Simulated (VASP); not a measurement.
A run of VASP 6.6.1:

INCAR

```
SYSTEM = TePb
ALGO = Normal
EDIFF = 1E-6
ENCUT = 520
GGA = PE
ISIF = 2
ISMEAR = 0
LASPH = .True.
LCHARG = .False.
LREAL = .False.
LWAVE = .False.
NBANDS = 17
NELM = 100
PREC = Accurate
SIGMA = 0.01
```

Contents of KPOINTS:

```
k-points
0
Gamma
  5 5 5
  0 0 0
```

POSCAR

```
TePb
1.0
    0.0000000000      3.2310000000      3.2310000000
    3.2310000000      0.0000000000      3.2310000000
    3.2310000000      3.2310000000      0.0000000000
Te Pb
1 1
Direct
    0.5000000000      0.5000000000      0.5000000000
    0.0000000000      0.0000000000      0.0000000000
```

Potentials or basis: VASP PAW PBE potentials, release 64 (Te, Pb_d).

Run with:

```sh
$ cat potpaw_PBE.64/Te/POTCAR potpaw_PBE.64/Pb_d/POTCAR > POTCAR
$ mpirun -np 1 vasp_std > vasp.out
```

Hardware: 1 thread of Intel Xeon 8259CL (shared host).

Q: How long does it take, and how much memory?

A: It took 24 s on 1 thread of Intel Xeon 8259CL, on a shared host, peak memory 0.2 GiB. Counts: scf iterations 12, k points 10.
